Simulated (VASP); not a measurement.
Wanted: the native input for a VASP 6.6.1 run.

```yaml
Task: single point
Functional: PBE
Potentials_or_basis: VASP PAW PBE potentials, release 64 (Al, N)
Cutoff: 520 eV
k_mesh: 10 × 10 × 10
Occupations: gaussian, width 0.05 eV
Spin: no spin polarisation
Dipole_correction: no
Further_INCAR_settings: ALGO = Normal; EDIFF = 1e-06; NBANDS = 11
```

The structure of AlN lies in POSCAR:

```
AlN
1.0
   -0.0840883474      2.0720231241      2.0720231241
    2.0720231241     -0.0840883474      2.0720231241
    2.0720231241      2.0720231241     -0.0840883474
Al N
1 1
Direct
    0.5000000000      0.5000000000      0.5000000000
    0.0000000000      0.0000000000      0.0000000000
```

These files were run (other wordings do the same):

INCAR

```
SYSTEM = AlN
PREC = Accurate
ENCUT = 520
EDIFF = 1E-6
ISMEAR = 0
SIGMA = 0.05
LREAL = .False.
LASPH = .True.
NELM = 100
ALGO = Normal
ISIF = 2
LWAVE = .False.
LCHARG = .False.
GGA = PE
NBANDS = 11
```

KPOINTS

```
Automatic mesh
0
Gamma
  10 10 10
  0 0 0
```

Potentials or basis: VASP PAW PBE potentials, release 64 (Al, N).

The run is started by

```console
$ cat potpaw_PBE.64/Al/POTCAR potpaw_PBE.64/N/POTCAR > POTCAR
$ mpirun -np 1 vasp_std > vasp.out
```

It gave:

```
Pressure               : -22.5 GPa
Band gap on the k mesh : 2.76 eV, indirect (least direct gap 3.30 eV)
```

Run time: 47 s on 1 thread of AMD EPYC 7R13, on a shared host, peak memory 0.12 GiB.
